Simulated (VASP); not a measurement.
CuO:

```
Cu O
1.0
     2.84058    0.00000    0.00000
     0.03854    2.84037    0.00000
     0.01726    0.01701    5.10638
Cu O
2 2
Direct
  0.00000 0.50000 0.00000
  0.50000 0.00000 0.50000
  0.99842 0.00167 0.74989
  0.00158 0.99833 0.25011
```

Base run:

```yaml
Program: VASP 6.6.1
Functional: PBE
Potentials_or_basis: VASP PAW PBE potentials, release 64 (Cu_sv_GW, O_h)
Cutoff: 1340 eV
k_mesh: 9 × 9 × 5
Occupations: fermi-dirac, width 0.05 eV
Spin: no spin polarisation
```

Its results: band gap on the k mesh zero (bands 25 and 26 overlap by 0.97 eV); pressure 13.7 GPa; largest force 0.012 eV/Å.

The run is repeated on the same cell with these changes: functional from PBE to PBEsol. What comes out?

Band gap on the k mesh zero (bands 25 and 26 overlap by 0.99 eV); pressure 5.7 GPa; largest force 0.015 eV/Å.

PBEsol binds more tightly than PBE, so the same cell stands under less pressure.

Caveats: the cell stands under pressure; semilocal functionals often make such compounds metallic where correlation or magnetic order opens a gap, which also shifts bond lengths; the PAW data sets were made with another functional, which shifts forces and pressure a little (at least some runs).
